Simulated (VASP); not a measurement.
# Ag2Br: single point with LDA

The system is Ag2Br.

```
Br Ag
1.0
     4.67261    0.00000    0.00000
    -2.33631    4.04660    0.00000
     0.00000    0.00000    3.13171
Br Ag
1 2
Direct
  0.00000 0.00000 0.00000
  0.33333 0.66667 0.50000
  0.66667 0.33333 0.50000
```

| Property | Result |
| --- | --- |
| Program | VASP 6.6.1 |
| Task | single point |
| Functional | LDA |
| Potentials or basis | VASP PAW LDA potentials, release 64 (Br, Ag) |
| Cutoff | 520 eV |
| k mesh | 8 × 8 × 5 |
| Occupations | fermi-dirac, width 0.1 eV |
| Spin | no spin polarisation |

* Pressure: 0.1 GPa

Levels at points of the mesh, in eV from the Fermi level:
```tsv
k point	band 11	band 12	band 13	band 14	band 15	band 16	band 17	band 18	band 19	band 20
(0.00, 0.00, 0.00)	-3.92	-3.92	-2.53	-2.53	-1.56	2.26	2.26	4.68	7.42	10.93
(0.50, 0.00, 0.00)	-3.88	-3.79	-3.74	-1.35	-1.08	1.55	5.30	6.32	7.93	8.18
```

Wall time 11 s on 1 thread of Intel(R) Xeon(R) 6975P-C (Granite Rapids) (shared host), peak memory 0.17 GiB.

Caveat: the k points lie up to 0.40 Å⁻¹ apart; an odd number of electrons without spin polarisation forces a metal; a magnetic or distorted state may lie lower.
